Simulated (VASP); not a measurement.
**GaN: single point with PBE**

Crystal: GaN.

```
CELL_PARAMETERS angstrom
0.00000 2.27424 2.27424
2.27424 0.00000 2.27424
2.27424 2.27424 0.00000
ATOMIC_POSITIONS crystal
Ga 0.00000 0.00000 0.00000
N 0.75000 0.75000 0.75000
```

* Program: VASP 6.6.1
* Task: single point
* Functional: PBE
* Potentials or basis: VASP PAW PBE potentials, release 64 (Ga_d, N)
* Cutoff: 520 eV
* k mesh: 10 × 10 × 10
* Occupations: gaussian, width 0.02 eV
* Spin: non-collinear spin, zero start, spin-orbit coupling
* Starting moments: [[0.0, 0.0, 0.0], [0.0, 0.0, 0.0]] μB
* Dipole correction: no
* k mesh for the DOS: 15 × 15 × 15
* Occupations for the DOS: tetrahedron
* Further INCAR settings: ALGO = Normal; EDIFF = 1e-06; NBANDS = 30

```yaml
Net_moment: 0.00 μB per cell
Valence_electrons_inside_the_program's_atomic_spheres: Ga 11.81; N 3.72
```

Moments on the atoms (μB; x, y, z):
```
Ga  0.00 0.00 0.00
N   0.00 0.00 0.00
```

Wall time 2.8 min on 1 thread of Intel(R) Xeon(R) Platinum 8488C (Sapphire Rapids), with other jobs on the host, peak memory 0.33 GiB.
